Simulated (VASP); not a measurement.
# Si16O (a cell with a defect) in VASP: a series of runs

Runs on Si16O (a cell with a defect). Level: LDA. Tasks: single point.

Everything below comes from runs of VASP 6.6.1. Logs are shortened: lines on timing, memory, paths and dates and some standing lists are left out, and cuts for length are marked.

### Step 1. The cell of the first run

The cell holds a defect, 17 atoms: a = 7.679 Å, b = 7.679 Å, c = 7.679 Å, α = 60.00°, β = 60.00°, γ = 60.00°.

### Step 2. Single point, LDA, collinear spin, zero start

INCAR reads:

```
PREC     = Accurate       # precision mode
ENCUT    = 520            # plane-wave cutoff, eV
EDIFF    = 1E-6           # SCF threshold, eV
ISMEAR   = -1             # smearing method
SIGMA    = 0.02           # smearing width, eV
LREAL    = Auto         
LASPH    = True           # aspherical terms in the spheres
NELM     = 150            # most SCF steps
ALGO     = Normal         # electronic algorithm
ISIF     = 2              # what is computed and relaxed
LWAVE    = False          # write WAVECAR
LCHARG   = False          # write CHGCAR
ISPIN    = 2              # spin polarisation
MAGMOM   = 0 0 0 0 0 0 0 0 0 0 0 0 0 0 0 0 0 # initial moments
LORBIT   = 11             # projections on sites
NBANDS   = 53             # bands
```

KPOINTS reads:

```
regular mesh
0
Gamma
  2 2 2
```

POSCAR reads:

```
Si16O
1.0
    0.0000000000      5.4300000000      5.4300000000
    5.4300000000      0.0000000000      5.4300000000
    5.4300000000      5.4300000000      0.0000000000
Si O
16 1
Direct
    0.0288213628     -0.0109944751     -0.0138489871
    0.1321086556      0.1214088398      0.1324401473
    0.0030847145     -0.0155709024      0.5426611418
    0.1243462247      0.1639226519      0.5985635359
    0.0039226519      0.5246224678     -0.0372928177
    0.1443922652      0.6144290976      0.1274309392
   -0.0062799263      0.5347145488      0.4973480663
    0.1686740331      0.6109576427      0.6111049724
    0.5235635359     -0.0305248619     -0.0011694291
    0.6557366483      0.0864548803      0.1164732965
    0.4777255985      0.0108195212      0.5085911602
    0.6162523020      0.1295303867      0.6372651934
    0.4989318600      0.4528545120      0.0506445672
    0.6336279926      0.5942909761      0.1454327808
    0.5378360958      0.4848710866      0.5110036832
    0.6038121547      0.6293554328      0.6629097606
    0.8549263352      0.8143922652      0.8010773481
```

Potentials or basis: VASP PAW LDA potentials, release 64 (Si, O).

On the command line:

```
cat potpaw_LDA.64/Si/POTCAR potpaw_LDA.64/O/POTCAR > POTCAR
mpirun -np 1 vasp_std > vasp.out
```

OUTCAR:

```text
PREC = Accurate
   ENCUT = 520
   EDIFF = 1E-6
   ISMEAR = -1
   LREAL = Auto
   LASPH = True
   NELM = 150
   ISIF = 2
   ISPIN = 2
   LORBIT = 11

 ion  position               nearest neighbor table
   1  0.029  0.989  0.986-  10 2.35   6 2.35   2 2.40   4 2.45
   2  0.132  0.121  0.132-   1 2.40   9 2.46   5 2.54   3 2.57
   3  0.003  0.984  0.543-  17 1.89   4 2.29   8 2.37  12 2.44   2 2.57
   4  0.124  0.164  0.599-  11 2.23   3 2.29   7 2.33   1 2.45
   5  0.004  0.525  0.963-  17 1.98   8 2.23  14 2.36   6 2.49   2 2.54
   6  0.144  0.614  0.127-  13 2.25   7 2.34   1 2.35   5 2.49
   7  0.994  0.535  0.497-   8 2.32   4 2.33   6 2.34  16 2.46
   8  0.169  0.611  0.611-   5 2.23  17 2.32   7 2.32  15 2.32   3 2.37
   9  0.524  0.969  0.999-  17 2.26  12 2.28  10 2.30  14 2.36   2 2.46
  10  0.656  0.086  0.116-   9 2.30  13 2.33   1 2.35  11 2.49
  11  0.478  0.011  0.509-   4 2.23  16 2.40  12 2.42  10 2.49
  12  0.616  0.130  0.637-  15 2.25   9 2.28  17 2.37  11 2.42   3 2.44
  13  0.499  0.453  0.051-   6 2.25  10 2.33  14 2.33  16 2.45
  14  0.634  0.594  0.145-  15 2.31  13 2.33   9 2.36   5 2.36
  15  0.538  0.485  0.511-  12 2.25  16 2.30  14 2.31   8 2.32
  16  0.604  0.629  0.663-  15 2.30  11 2.40  13 2.45   7 2.46
  17  0.855  0.814  0.801-   3 1.89   5 1.98   9 2.26   8 2.32  12 2.37

  LATTYP: Found a face centered cubic cell.
 ALAT       =    10.8600000000

  Lattice vectors:

 A1 = (   0.0000000000,   5.4300000000,   5.4300000000)
 A2 = (   5.4300000000,   0.0000000000,   5.4300000000)
 A3 = (   5.4300000000,   5.4300000000,   0.0000000000)

Analysis of symmetry for initial positions (statically):
=====================================================================
 Subroutine PRICEL returns:
 Original cell was already a primitive cell.

 Routine SETGRP: Setting up the symmetry group for a
 face centered cubic supercell.

 Subroutine GETGRP returns: Found  1 space group operations
 (whereof  1 operations were pure point group operations)
 out of a pool of 48 trial point group operations.

The static configuration has the point symmetry C_1 .

Analysis of symmetry for dynamics (positions and initial velocities):
=====================================================================
 Subroutine PRICEL returns:
 Original cell was already a primitive cell.

 Routine SETGRP: Setting up the symmetry group for a
 face centered cubic supercell.

 Subroutine GETGRP returns: Found  1 space group operations
 (whereof  1 operations were pure point group operations)
 out of a pool of 48 trial point group operations.

The dynamic configuration has the point symmetry C_1 .

Analysis of structural, dynamic, and magnetic symmetry:
=====================================================================
 Subroutine PRICEL returns:
 Original cell was already a primitive cell.

 Routine SETGRP: Setting up the symmetry group for a
 face centered cubic supercell.

 Subroutine GETGRP returns: Found  1 space group operations
 (whereof  1 operations were pure point group operations)
 out of a pool of 48 trial point group operations.

The overall configuration has the point symmetry C_1 .

 Subroutine INISYM returns: Found  1 space group operations
 (whereof  1 operations are pure point group operations),
 and found     1 'primitive' translations

----------------------------------------------------------------------------------------

                                     Primitive cell

  volume of cell :     320.2060

  direct lattice vectors                    reciprocal lattice vectors
     0.000000000  5.430000000  5.430000000    -0.092081031  0.092081031  0.092081031
     5.430000000  0.000000000  5.430000000     0.092081031 -0.092081031  0.092081031
     5.430000000  5.430000000  0.000000000     0.092081031  0.092081031 -0.092081031

  length of vectors
     7.679179644  7.679179644  7.679179644     0.159489025  0.159489025  0.159489025

  position of ions in fractional coordinates (direct lattice)
     0.028821363  0.989005525  0.986151013
     0.132108656  0.121408840  0.132440147
     0.003084714  0.984429098  0.542661142
     0.124346225  0.163922652  0.598563536
     0.003922652  0.524622468  0.962707182
     0.144392265  0.614429098  0.127430939
[... 9 lines left out ...]
     0.603812155  0.629355433  0.662909761
     0.854926335  0.814392265  0.801077348

  ion indices of the primitive-cell ions
   primitive index   ion index
                 1           1
                 2           2
                 3           3
                 4           4
                 5           5
                 6           6
[... 9 lines left out ...]
                16          16
                17          17

----------------------------------------------------------------------------------------
[... 27 lines left out ...]
  0.000000  0.000000  0.000000      1.000000
  0.500000  0.000000  0.000000      1.000000
  0.000000  0.500000  0.000000      1.000000
  0.000000  0.000000  0.500000      1.000000
  0.500000  0.500000  0.500000      1.000000
  0.500000  0.500000  0.000000      1.000000
  0.000000  0.500000  0.500000      1.000000
  0.500000  0.000000  0.500000      1.000000
   k-points           NKPTS =      8   k-points in BZ     NKDIM =      8   number of bands    NBANDS=     53
   number of dos      NEDOS =    301   number of ions     NIONS =     17
   total plane-waves  NPLWV = 216000
   dimension x,y,z NGX =    60 NGY =   60 NGZ =   60
   dimension x,y,z NGXF=   120 NGYF=  120 NGZF=  120
   ions per type =              16   1
   NGX,Y,Z   is equivalent  to a cutoff of  12.99, 12.99, 12.99 a.u.
   NGXF,Y,Z  is equivalent  to a cutoff of  25.98, 25.98, 25.98 a.u.
 SYSTEM =  unknown system
   PREC   = accura    normal or accurate (medium, high low for compatibility)
   ISTART =      0    job   : 0-new  1-cont  2-samecut
   ICHARG =      2    charge: 1-file 2-atom 10-const
   ISPIN  =      2    spin polarized calculation?
   LNONCOLLINEAR =      F non collinear calculations
   LSORBIT =      F    spin-orbit coupling
   LASPH  =      T    aspherical Exc in radial PAW
   ENCUT  =  520.0 eV  38.22 Ry    6.18 a.u.  14.28 14.28 14.28*2*pi/ulx,y,z
   NELM   =    150;   NELMIN=  2; NELMDL= -5     # of ELM steps
   EDIFF  = 0.1E-05   stopping-criterion for ELM
   LREAL  =      T    real-space projection
   EDIFFG = 0.1E-04   stopping-criterion for IOM
   NSW    =      0    number of steps for IOM
   IBRION =     -1    ionic relax: 0-MD 1-quasi-New 2-CG
   NFREE  =      0    steps in history (QN), initial steepest desc. (CG)
   ISIF   =      2    stress and relaxation
   ISYM   =      2    0-nonsym 1-usesym 2-fastsym
   POTIM  = 0.5000    time-step for ionic-motion
   TEBEG  =    0.0;   TEEND  =   0.0 temperature during run
   PSTRESS=    0.0 pullay stress
   NELECT =      70.0000    total number of electrons
   NUPDOWN=      -1.0000    fix difference up-down
   EMIN   =  10.00;   EMAX   =-10.00  energy-range for DOS
   EFERMI =   0.00;   METHOD = LEGACY
   ISMEAR =    -1;   SIGMA  =   0.02  broadening in eV -4-tet -1-fermi 0-gaus
   EFERMI_NEDOS =   21; number of points for ismear=-14 and -15
   IALGO  =     38    algorithm
   IMIX   =      4    mixing-type and parameters
     AMIX     =   0.40;   BMIX     =  1.00
     AMIX_MAG =   1.60;   BMIX_MAG =  1.00
  volume/ion in A,a.u.               =      18.84       127.11
  Fermi-wavevector in a.u.,A,eV,Ry     =   0.986199  1.863645 13.232857  0.972588
  Thomas-Fermi vector in A             =   2.117562
   LORBIT       =     11    0 simple, 1 ext, 2 COOP (PROOUT), +10 PAW based schemes
   GGA     = CA    functional components
   LHFCALC =     F    Hartree Fock is set to
   AEXX    =    0.0000 exact exchange contribution
   IVDW    =     0    specifies the selected vdW correction
   LEPSILON=     F    determine dielectric tensor
   LRPA    =     F    only Hartree local field effects (RPA)
 spin polarized calculation
  energy-cutoff  :      520.00
  volume of cell :      320.21
 maximum number of plane-waves:      8646
 NGX is ok and might be reduce to    60
   NGX = 29   NGY = 29   NGZ = 29

 number of electron      70.0000001 magnetization       0.0000025

 number of electron      70.0000001 magnetization      -0.0000013

 Free energy of the ion-electron system (eV)
  ---------------------------------------------------
  ext. energy  EPLUGINS =         0.00000000
  ---------------------------------------------------
  free energy    TOTEN  =       -99.06852025 eV

  energy without entropy =      -99.06235180  energy(sigma->0) =      -99.06543602

 E-fermi :   6.1540     XC(G=0):  -9.7655

 val. band max:        6.1356791936   @ k =   0.0000   0.0000   0.0000
 cond. band min:       6.1726356501   @ k =   0.5000   0.5000   0.5000
 fundamental gap:      0.0369564564
 Fermi energy:         6.1539772242

 spin component 1

 k-point     1 :       0.0000    0.0000    0.0000
  band No.  band energies     occupation
      1     -13.6515      1.00000
      2      -5.7800      1.00000
      3      -4.3627      1.00000
      4      -4.2708      1.00000
      5      -3.7566      1.00000
      6      -3.1759      1.00000
[... 389 lines left out ...]
     46      10.1047      0.00000
     47      10.1181      0.00000
 Fermi energy:         6.1539772242

 spin component 2

 k-point     1 :       0.0000    0.0000    0.0000
  band No.  band energies     occupation
      1     -13.6515      1.00000
      2      -5.7800      1.00000
      3      -4.3627      1.00000
      4      -4.2708      1.00000
      5      -3.7566      1.00000
      6      -3.1759      1.00000
[... 389 lines left out ...]
     46      10.1047      0.00000
     47      10.1181      0.00000
 [bands above 47 left out]

------------------------ aborting loop because EDIFF is reached ----------------------------------------

  FORCE on cell =-STRESS in cart. coord.  units (eV):
  Direction    XX          YY          ZZ          XY          YZ          ZX
  --------------------------------------------------------------------------------------
  -------------------------------------------------------------------------------------
  Total        1.1599316     -1.1416726     -2.4044909     -2.3743032      1.5726946      0.1315660
  in kB        5.8038139     -5.7124533    -12.0310693    -11.8800228      7.8691079      0.6583016
  external PRESSURE =      -3.9799029 kB  Pullay stress =       0.0000000 kB

 VOLUME and BASIS-vectors are now :
 -----------------------------------------------------------------------------
  energy-cutoff  :      520.00
  volume of cell :      320.21
      direct lattice vectors                 reciprocal lattice vectors
     0.000000000  5.430000000  5.430000000    -0.092081031  0.092081031  0.092081031
     5.430000000  0.000000000  5.430000000     0.092081031 -0.092081031  0.092081031
     5.430000000  5.430000000  0.000000000     0.092081031  0.092081031 -0.092081031

 POSITION                                       TOTAL-FORCE (eV/Angst)
 -----------------------------------------------------------------------------------
     10.72510      5.51130      5.52680         0.452142      0.077639      0.567071
      1.37840      1.43650      1.37660        -0.321757     -0.048193     -0.151418
      8.29210      2.96340      5.36220        -0.214778     -0.775383     -0.693361
      4.14030      3.92540      1.56530         0.917045      0.387518     -1.019469
      8.07620      5.24880      2.87000         1.664096      1.309764     -0.480001
      4.02830      1.47600      4.12040         0.002574     -1.449721     -0.914627
[... 9 lines left out ...]
      7.01700      6.87830      6.69610         0.171146      0.690804      0.697562
      8.77200      8.99210      9.06440        -0.059764      0.194503      0.494746
 -----------------------------------------------------------------------------------
    total drift:                               -0.003755      0.001560     -0.001798

  FREE ENERGIE OF THE ION-ELECTRON SYSTEM (eV)
  ---------------------------------------------------
  free  energy   TOTEN  =       -99.0685202488 eV

  energy  without entropy=      -99.0623518000  energy(sigma->0) =      -99.06543602

 total charge

# of ion       s       p       d       tot
------------------------------------------
    1        0.754   0.927   0.000   1.681
    2        0.804   0.826   0.000   1.630
    3        0.745   0.891   0.000   1.636
    4        0.758   0.979   0.000   1.737
    5        0.751   0.894   0.000   1.645
    6        0.753   0.953   0.000   1.706
[... 9 lines left out ...]
   16        0.755   0.914   0.000   1.669
   17        1.598   3.354   0.000   4.952
--------------------------------------------------
tot         13.777  18.250   0.000  32.027

 magnetization (x)

# of ion       s       p       d       tot
------------------------------------------
    1        0.000   0.000   0.000   0.000
    2        0.000  -0.000   0.000   0.000
    3        0.000   0.000   0.000   0.000
    4       -0.000  -0.000   0.000  -0.000
    5        0.000  -0.000   0.000   0.000
    6       -0.000  -0.000   0.000  -0.000
[... 9 lines left out ...]
   16       -0.000  -0.000   0.000  -0.000
   17        0.000   0.000   0.000   0.000
--------------------------------------------------
tot          0.000   0.000   0.000   0.000
```

It took 4.1 min on 1 thread of Intel Xeon 6975P-C (Granite Rapids), shared host; peak memory 0.48 GiB.

Results:

```
Free energy                                           : -99.0685 eV
Pressure                                              : -0.4 GPa
Largest force                                         : 2.171 eV/Å
Band gap on the k mesh                                : 0.04 eV
Net moment                                            : 0.00 μB per cell
Valence electrons inside the program's atomic spheres : Si 1.68, 1.63, 1.64, 1.74, 1.65, 1.71, 1.70, 1.72, 1.76, 1.67 (each value once); O 4.95
```

Forces on the atoms (eV/Å):
```
Si   0.452  0.078  0.567
Si  -0.322 -0.048 -0.151
Si  -0.215 -0.775 -0.693
Si   0.917  0.388 -1.019
Si   1.664  1.310 -0.480
Si   0.003 -1.450 -0.915
Si   0.140 -0.368 -0.555
Si  -1.184 -0.409  0.877
Si   0.506  0.053 -0.649
Si   0.984  0.615 -0.428
Si  -1.291  1.135  1.220
Si  -1.090 -0.688 -0.032
Si  -0.828 -0.192  1.218
Si   0.016  0.180 -0.216
Si   0.138 -0.715  0.063
Si   0.171  0.691  0.698
O   -0.060  0.195  0.495
```

Stress tensor (GPa, compression positive):
```
 0.58 -1.19  0.07
-1.19 -0.57  0.79
 0.07  0.79 -1.20
```

Caveat: the k points lie up to 0.50 Å⁻¹ apart.

(Continued in part 2 of 2.)
